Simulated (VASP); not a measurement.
InP: single point with LDA

InP:

```
CELL_PARAMETERS angstrom
0.00000 2.89375 2.89375
2.89375 0.00000 2.89375
2.89375 2.89375 0.00000
ATOMIC_POSITIONS crystal
In 0.00000 0.00000 0.00000
P 0.75000 0.75000 0.75000
```

This cell differs from its parent crystal: volume scaled by 0.98.

```yaml
Program: VASP 6.6.1
Task: single point
Functional: LDA
Potentials_or_basis: VASP PAW LDA potentials, release 64 (In_d, P)
Cutoff: 520 eV
k_mesh: 8 × 8 × 8
Occupations: gaussian, width 0.05 eV
Spin: no spin polarisation
Dipole_correction: no
Further_INCAR_settings: ALGO = Normal; EDIFF = 1e-06; NBANDS = 16
```

```
Pressure               : 1.5 GPa
Band gap on the k mesh : 0.72 eV, direct
```

Levels at points of the mesh, in eV from the valence-band top:
| k point | band 6 | band 7 | band 8 | band 9 | band 10 | band 11 | band 12 | band 13 |
| --- | --- | --- | --- | --- | --- | --- | --- | --- |
| (0.00, 0.00, 0.00) | -11.81 | 0.00 | 0.00 | 0.00 | 0.72 | 3.96 | 3.96 | 3.96 |
| (0.50, 0.00, 0.00) | -9.93 | -6.04 | -1.05 | -1.05 | 1.42 | 4.71 | 4.71 | 6.96 |
| (0.50, 0.50, 0.00) | -9.22 | -6.03 | -2.49 | -2.49 | 1.53 | 2.12 | 9.23 | 9.68 |

It took 30 s on 1 thread of AMD EPYC 7R13, with other jobs on the host, peak memory 0.13 GiB.

Caveat: spin-orbit coupling is left out, which moves the levels of the heavy elements.
